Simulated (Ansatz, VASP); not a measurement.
# One calculation of Sc3W, two programs

```
CELL_PARAMETERS angstrom
5.99800 0.00000 0.00000
-2.99900 5.19442 0.00000
0.00000 0.00000 4.81432
ATOMIC_POSITIONS crystal
Sc 0.83300 0.66600 0.25000
Sc 0.16700 0.83300 0.75000
Sc 0.33400 0.16700 0.25000
Sc 0.16700 0.33400 0.75000
Sc 0.83300 0.16700 0.25000
Sc 0.66600 0.83300 0.75000
W 0.33333 0.66667 0.25000
W 0.66667 0.33333 0.75000
```

Alike in both runs: task relaxation of cell and atoms; functional PBE; k mesh 3 × 3 × 4; occupations gaussian, width 0.1 eV; no spin polarisation.

```csv
,VASP,Ansatz
version,VASP 6.6.1,Ansatz 0.2.0
potentials or method,"VASP PAW PBE potentials, release 64 (Sc_sv, W_sv), cutoff 600 eV","scalar-relativistic, plane waves, PAW"
valence electrons in the cell,94,94
```

Ansatz gave:

| Quantity | Value |
| --- | --- |
| gap on the k mesh at the Fermi level, each at its own relaxed structure (eV) | none |
| relaxed volume (Å³/atom) | 20.73 |
| relaxed length of the cell vector where the two differ most in proportion (Å) | 4.946 |

**Question.** Estimate VASP's values.

**Answer.** gap on the k mesh at the Fermi level, each at its own relaxed structure (eV): none; relaxed volume (Å³/atom): 20.70; relaxed length of the cell vector where the two differ most in proportion (Å): 4.951.

A gap of «none» marks a metal or a gap that the smearing closes.

The k mesh is coarse, so the values compare programs but aren't converged. Spin-orbit coupling is off throughout.
